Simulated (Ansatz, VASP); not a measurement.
AgCl: VASP beside Ansatz

The input INCAR:

```
ALGO     = Normal         # electronic algorithm
EDIFF    = 1E-6           # SCF threshold, eV
ENCUT    = 500            # plane-wave cutoff, eV
GGA      = PS             # functional
GGA_COMPAT= F            
ISIF     = 2              # what is computed and relaxed
ISMEAR   = 0              # smearing method
LASPH    = T              # aspherical terms in the spheres
LCHARG   = T              # write CHGCAR
LELF     = T              # ELF
LREAL    = F              # projectors in reciprocal space
LVHAR    = T            
LWAVE    = F              # write WAVECAR
NBANDS   = 16             # bands
NELM     = 120            # most SCF steps
PREC     = Accurate       # precision mode
SIGMA    = 0.01           # smearing width, eV
```

File KPOINTS:

```
k-points
0
Gamma
  8 8 8
```

Contents of POSCAR:

```
AgCl
1.0
    0.0000000000      2.7237571629      2.7237571629
    2.7237571629      0.0000000000      2.7237571629
    2.7237571629      2.7237571629      0.0000000000
Ag Cl
1 1
Direct
   -0.0018356996     -0.0018356996     -0.0018356996
    0.5000000000      0.5000000000      0.5000000000
```

Input for Ansatz:

```yaml
crystal:
  lattice:
    - [0.0, 2.72375716287, 2.72375716287]
    - [2.72375716287, 0.0, 2.72375716287]
    - [2.72375716287, 2.72375716287, 0.0]
  atoms:
    - { symbol: Ag, position: [-0.001835699624, -0.001835699624, -0.001835699624] }
    - { symbol: Cl, position: [0.5, 0.5, 0.5] }
kpoints:
  mp_grid: { grid: [8, 8, 8] }
scf:
  occupations: { method: fixed }
  convergence: { dr2_threshold: 1.0e-10 }
hamiltonian:
  xc: pbesol
  pseudopotentials: { kind: all_electron, lapw: { basis_error: 0.0005 } }
output:
  forces: true
  stress: true
  eigenstates:
    kpoints:
      - [0.0, 0.0, 0.0]
      - [0.0, -0.5, 0.0]
      - [-0.5, 0.0, 0.0]
      - [0.0, 0.0, -0.5]
      - [-0.5, -0.5, -0.5]
      - [-0.5, 0.0, -0.5]
      - [0.0, -0.5, -0.5]
      - [-0.5, -0.5, 0.0]
  eigenvalues: true
```

Change from the starting cell: atom 1 moved by [-0.01, -0.01, -0.01] A.

Alike in both runs: task single point; functional PBEsol; k mesh 8 × 8 × 8; no spin polarisation.

|  | VASP | Ansatz |
| --- | --- | --- |
| version | VASP 6.6.1 | Ansatz 0.2.0 |
| potentials or method | VASP PAW PBE potentials, release 64 (Ag, Cl), cutoff 500 eV | all-electron LAPW, scalar-relativistic |
| occupations | gaussian, width 0.01 eV | fixed |

|  | VASP | Ansatz | Ansatz less VASP |
| --- | --- | --- | --- |
| gap on the k mesh at the Fermi level (eV) | 0.72 | 0.73 | +0.005 |
| pressure (GPa) | -0.1 | 0.0 | +0.10 |
| rms of the force components (eV/Å) | 0.013 | 0.013 | +0.0001 |

VASP's potentials were made for PBE, not for PBEsol. Atom by atom the forces differ by 0.000 eV/Å (rms over components). Ansatz ran all-electron here, and VASP with PAW potentials.
